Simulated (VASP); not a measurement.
# P: single point with revPBE

Crystal: P.

```
P
1.0
     0.00000    1.94455    1.94455
     1.94455    0.00000    1.94455
     1.94455    1.94455    0.00000
P
1
Cartesian
  0.0000 0.0000 0.0000
```

```yaml
Program: VASP 6.6.1
Task: single point
Functional: revPBE
Potentials_or_basis: VASP PAW PBE potentials, release 64 (P)
Cutoff: 520 eV
k_mesh: 14 × 14 × 14
Occupations: fermi-dirac, width 0.1 eV
Spin: no spin polarisation
```

| Quantity | Value |
| --- | --- |
| Pressure | -0.4 GPa |

Levels at points of the mesh, in eV from the Fermi level:
```
           k point  band 1  band 2  band 3  band 4  band 5
(0.00, 0.00, 0.00)  -16.24    6.70    6.70    6.70   11.34
(0.50, 0.00, 0.00)  -10.47   -7.96    4.74    4.74   10.41
(0.50, 0.50, 0.00)   -7.87   -6.65    0.66    0.66    4.36
```

It took 6.4 s on 1 thread of AMD EPYC 7R13 Processor (Zen 3), with other jobs on the host, peak memory 0.09 GiB.

Caveat: the PAW data sets were made with another functional, which shifts forces and pressure a little.
